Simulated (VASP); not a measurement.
Runs of VASP 6.6.1 on FeO (Wuestite). The structure is that of space group Fm-3m (No. 225), or close to it. The cells are those of the table. 

| level | potentials or basis | spin | U | fixed moment (μB) | cell | k mesh | cutoff (eV) | smearing | second run | gap on the mesh (eV) | pressure (GPa) | moment (μB) |
| --- | --- | --- | --- | --- | --- | --- | --- | --- | --- | --- | --- | --- |
| PBEsol | VASP PAW PBE potentials, release 64 (Fe, O) | collinear, ferromagnetic start | - | 4.5 | a = 3.048 Å, angles 60.0°, 2 atoms | 9 × 9 × 9 | 520 | fermi-dirac 0.05 eV | - | - | 3.2 | 4.50 |
| RPBE | VASP PAW PBE potentials, release 64 (Fe, O) | collinear, ferromagnetic start | - | - | a = 3.079 Å, angles 60.0°, 2 atoms | 11 × 11 × 11 | 520 | fermi-dirac 0.05 eV | - | none | 0.0 | 4.00 |
| PBE | VASP PAW PBE potentials, release 64 (Fe_sv, O) | off | - | - | a = 3.048 Å, angles 60.0°, 2 atoms | 11 × 11 × 11 | 600 | fermi-dirac 0.05 eV | valence_matched | none | (a) | - |
| PBE | VASP PAW PBE potentials, release 64 (Fe, O) | collinear, ferromagnetic start | - | 6.0 | a = 3.048 Å, angles 60.0°, 2 atoms | 9 × 9 × 9 | 520 | fermi-dirac 0.05 eV | - | - | 54.9 | 6.00 |
| LDA+U | VASP PAW LDA potentials, release 64 (Fe, O) | collinear, ferromagnetic start | Fe d U = 2.0 eV | - | a = 3.194 Å, angles 60.0°, 2 atoms | 11 × 11 × 11 | 520 | tetrahedron | - | none | -30.9 | (b) |
| PBE | VASP PAW PBE potentials, release 64 (Fe, O) | collinear, ferromagnetic start | - | - | a = 3.048 Å, angles 60.0°, 2 atoms | 11 × 11 × 11 | 520 | gaussian 0.013 eV | - | none | (c) | 4.00 |
| revPBE | VASP PAW PBE potentials, release 64 (Fe, O) | collinear, ferromagnetic start | - | - | a = 3.070 Å, angles 60.0°, 2 atoms | 8 × 8 × 8 | 520 | fermi-dirac 0.05 eV | - | none | 0.2 | 4.00 |
| PBE | VASP PAW PBE potentials, release 64 (Fe, O) | collinear, zero start | - | 0.0 | a = 3.048 Å, angles 60.0°, 2 atoms | 9 × 9 × 9 | 520 | fermi-dirac 0.05 eV | - | - | -25.5 | 0.00 |
| PBEsol | VASP PAW PBE potentials, release 64 (Fe, O) | collinear, ferromagnetic start | - | - | a = 2.958 Å, angles 60.0°, 2 atoms | 11 × 11 × 11 | 520 | fermi-dirac 0.05 eV | - | none | 10.6 | 3.97 |
| PBEsol | VASP PAW PBE potentials, release 64 (Fe, O) | collinear, ferromagnetic start | - | - | a = 3.018, b = 3.018, c = 2.987 Å, angles 60.3, 60.3, 59.3°, 2 atoms | 9 × 9 × 9 | 520 | fermi-dirac 0.05 eV | - | none | (d) | 4.00 |
| PBEsol | VASP PAW PBE potentials, release 64 (Fe, O) | collinear, ferromagnetic start | - | - | a = 2.988, b = 2.988, c = 2.926 Å, angles 60.7, 60.7, 58.6°, 2 atoms | 9 × 9 × 9 | 520 | fermi-dirac 0.05 eV | - | none | 8.1 | 3.91 |
| LDA | VASP PAW LDA potentials, release 64 (Fe, O) | collinear, ferromagnetic start | - | - | a = 3.048 Å, angles 60.0°, 2 atoms | 11 × 11 × 11 | 520 | fermi-dirac 0.05 eV | - | none | -15.4 | 3.99 |

Alike in all rows: task single point.

**Question.** Estimate the missing entries.

**Answer.** (a) -27.9; (b) 4.01; (c) -0.2; (d) -0.6.

Caveats: a cell with one magnetic atom can't hold antiferromagnetic order, which such compounds often take (some runs); semilocal functionals often make such compounds metallic where correlation or magnetic order opens a gap, which also shifts bond lengths (some runs); the PAW data sets were made with another functional, which shifts forces and pressure a little (some runs); the total moment is fixed, so each spin has its own Fermi level (some runs); tetrahedron occupations give inexact forces and stress in metals (some runs).

A gap of «none» marks levels without a gap at the run's occupations.

The runs don't all hold the same shells in valence.
